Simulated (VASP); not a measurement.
A run of VASP 6.6.1 is set up as follows.

INCAR

```
ALGO = Fast ; EDIFF = 1E-6
ENCUT = 520 ; GGA = PS
ISIF = 2 ; ISMEAR = 0
LASPH = T ; LCHARG = F
LREAL = F ; LWAVE = F
NBANDS = 14 ; NELM = 60
PREC = Accurate ; SIGMA = 0.15
```

File KPOINTS:

```
k-points
0
Gamma
  20 20 20
```

POSCAR

```
AlNi
1.0
    2.8621655516      0.0000000000      0.0071554139
    0.0000000000      2.8621655516      0.0000000000
    0.0071554139      0.0000000000      2.8621655516
Al Ni
1 1
Direct
    0.0000000000      0.0000000000      0.0000000000
    0.5000000000      0.5000000000      0.5000000000
```

Potentials or basis: VASP PAW PBE potentials, release 64 (Al, Ni).

Command:

```sh
$ cat potpaw_PBE.64/Al/POTCAR potpaw_PBE.64/Ni/POTCAR > POTCAR
$ mpirun -np 1 vasp_std > vasp.out
```

**Question.** Estimate the band gap on the k mesh.

**Answer.** Zero (an odd number of electrons rules out a gap without spin polarisation).

**Question.** Estimate the pressure.

**Answer.** -0.1 GPa.

Stress tensor (GPa, compression positive):
```
-0.12  0.00 -0.63
 0.00 -0.12  0.00
-0.63  0.00 -0.12
```

Caveat: the cell differs from its parent crystal (strain +0.0050 x Voigt [0, 0, 0, 0, 1, 0]); the PAW data sets were made with another functional, which shifts forces and pressure a little. Spin polarisation is off, so any magnetic state and its effect on volume and gap are missing.
